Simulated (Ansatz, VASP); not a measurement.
# CdSe: VASP beside Ansatz

File INCAR:

```
SYSTEM = CdSe
  PREC = Accurate
  ENCUT = 600
  EDIFF = 1E-6
  ISMEAR = 0
  SIGMA = 0.01
  LREAL = .False.
  LASPH = .True.
  NELM = 80
  ALGO = Normal
  ISIF = 3
  LWAVE = .False.
  LCHARG = .False.
  GGA = PS
  IBRION = 2
  NSW = 80
  EDIFFG = -0.01
```

The input KPOINTS:

```
regular mesh
0
Gamma
  6 6 4
  0 0 0
```

POSCAR

```
CdSe
1.0
    4.3000000000      0.0000000000      0.0000000000
   -2.1500000000      3.7239090000      0.0000000000
    0.0000000000      0.0000000000      7.0200000000
Cd Se
2 2
Direct
    0.3333333333      0.6666666667      0.0000000000
    0.6666666667      0.3333333333      0.5000000000
    0.3333333333      0.6666666667      0.3850000000
    0.6666666667      0.3333333333      0.8850000000
```

Input for Ansatz:

```yaml
crystal:
  lattice:
    - [4.3, 0.0, 0.0]
    - [-2.15, 3.723909, 0.0]
    - [0.0, 0.0, 7.02]
  atoms:
    - { symbol: Cd, position: [0.3333333333333333, 0.6666666666666666, 0.0] }
    - { symbol: Cd, position: [0.6666666666666666, 0.3333333333333333, 0.5] }
    - { symbol: Se, position: [0.3333333333333333, 0.6666666666666666, 0.385] }
    - { symbol: Se, position: [0.6666666666666666, 0.3333333333333333, 0.885] }
basis:
  ecutwfc: 450.0
kpoints:
  mp_grid:
    grid: [6, 6, 4]
    shift: [0.0, 0.0, 0.0]
hamiltonian:
  xc: pbesol
  dispersion: none
scf:
  occupations:
    method: fixed
relax:
  cell: {}
```

Alike in both runs: task relaxation of cell and atoms; functional PBEsol; k mesh 6 × 6 × 4; no spin polarisation.

|  | VASP | Ansatz |
| --- | --- | --- |
| version | VASP 6.6.1 | Ansatz 0.2.0 |
| potentials or method | VASP PAW PBE potentials, release 64 (Cd, Se), cutoff 600 eV | plane waves, PAW |
| occupations | gaussian, width 0.01 eV | fixed |
| valence electrons in the cell | 36 | 72 |

|  | VASP | Ansatz | Ansatz less VASP |
| --- | --- | --- | --- |
| relaxed volume (Å³/atom) | 28.30 | 28.13 | -0.169 |
| relaxed cell length with the largest relative difference (Å) | 4.311 | 4.302 | -0.0089 |

VASP's potentials were made for PBE, not for PBEsol. VASP's potentials hold 36 valence electrons a cell and Ansatz's 72, so a difference there can come from the potentials and not from the codes.
